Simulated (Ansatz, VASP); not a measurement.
# One calculation of Bi, two programs

```
Bi
1.0
    -1.89501    2.08740    1.78920
     1.89501   -2.08740    1.78920
     1.89501    2.08740   -1.78920
Bi
1
Direct
  0.00000 0.00000 0.00000
```

Change from the starting cell: strain +e along x and -e along y -0.0500, strain +e along z and -e/2 along x and y -0.0700.

Alike in both runs: task single point; functional PBEsol; dispersion D3(BJ); k mesh 16 × 16 × 16; occupations gaussian, width 0.15 eV; no spin polarisation.

```csv
,VASP,Ansatz
version,VASP 6.6.1,Ansatz 0.2.0
potentials or method,"VASP PAW PBE potentials, release 64 (Bi_d), cutoff 520 eV","scalar-relativistic, plane waves, PAW"
valence electrons in the cell,15,15
```

```tsv
	VASP	Ansatz	Ansatz less VASP
gap on the k mesh at the Fermi level (eV)	none	none	-
pressure (GPa)	0.8	0.8	+0.02
traceless stress, the component that is largest in VASP (GPa)	-0.96	-0.96	-0.003
```

VASP's potentials were made for PBE, not for PBEsol. A gap of «none» marks a metal or a gap that the smearing closes.

Neither program's run includes spin-orbit coupling.
